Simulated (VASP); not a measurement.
## Os: relaxation of cell and atoms with PBE

Crystal: Os.

```
Os
1.0
     4.29204    0.00000    0.00000
    -2.14602    3.71702    0.00000
     0.00000    0.00000    2.63102
Os
3
Direct
  0.00000 0.00000 0.00000
  0.33333 0.66667 0.50000
  0.66667 0.33333 0.50000
```

This isn't the form of Os at room conditions, which is hcp.

```yaml
Program: VASP 6.6.1
Task: relaxation of cell and atoms
Functional: PBE
Potentials_or_basis: VASP PAW PBE potentials, release 64 (Os)
Cutoff: 600 eV
k_mesh: 9 × 9 × 12
Occupations: fermi-dirac, width 0.1 eV
Spin: no spin polarisation
Dipole_correction: no
Further_INCAR_settings: ALGO = Normal; EDIFF = 1e-06; IBRION = 2; EDIFFG = -0.01; NSW = 80; ISIF = 3
```

```
Relaxed volume                        : 14.68 Å³/atom
Relaxed cell                          : a = 4.323 Å, b = 4.323 Å, c = 2.721 Å, α = 90.00°, β = 90.00°, γ = 120.00°
Space group after relaxing (to 0.1 Å) : P6/mmm (No. 191)
Energy gained by relaxing             : 50.9 meV/atom
Ionic steps                           : 9
Pressure after relaxing               : 0.0 GPa
Band gap on the k mesh                : zero (bands 12 and 13 overlap by 2.81 eV)
```

The path:
| step | energy change (eV) | largest force (eV/Å) | pressure (GPa) | volume (Å³) |
| --- | --- | --- | --- | --- |
| 1 | 0.0000 | 0.0000 | 19.68 | 41.97 |
| 2 | 1.3790 | 0.0000 | -43.77 | 53.24 |
| 3 | -0.1408 | 0.0000 | -3.10 | 44.36 |
| 4 | -0.1422 | 0.0000 | -1.48 | 44.16 |
| 5 | -0.1422 | 0.0000 | -1.10 | 44.12 |
| 6 | -0.1373 | 0.0000 | 2.70 | 43.82 |
| 7 | -0.1526 | 0.0000 | 0.44 | 43.99 |
| 8 | -0.1522 | 0.0000 | -1.09 | 44.17 |
| 9 | -0.1527 | 0.0000 | 0.02 | 44.04 |

Final structure:
```cif
data_structure
_symmetry_space_group_name_H-M 'P 1'
_symmetry_Int_Tables_number 1
_cell_length_a 4.3227
_cell_length_b 4.3227
_cell_length_c 2.7213
_cell_angle_alpha 90.000
_cell_angle_beta 90.000
_cell_angle_gamma 120.000
_cell_volume 44.04
loop_
_atom_site_label
_atom_site_type_symbol
_atom_site_fract_x
_atom_site_fract_y
_atom_site_fract_z
_atom_site_occupancy
Os1 Os 0.00000 0.00000 0.00000 1
Os2 Os 0.33333 0.66667 0.50000 1
Os3 Os 0.66667 0.33333 0.50000 1
```

Levels at points of the mesh, in eV from the Fermi level:
```
           k point  band 8  band 9  band 10  band 11  band 12  band 13  band 14  band 15  band 16
(0.00, 0.00, 0.00)   -3.25   -2.36    -2.36    -1.57    -1.57    -1.50    -1.50     2.29     2.29
(0.00, 0.00, 0.50)   -2.43   -2.29    -2.29     0.97     0.97     1.86     1.86     3.24     3.66
```

Wall time 4.6 min on 1 thread of AMD EPYC 9R45 96-Core Processor (Zen 5), with other jobs on the host, peak memory 0.2 GiB.

Caveat: spin-orbit coupling is left out, which moves the levels of the heavy elements.
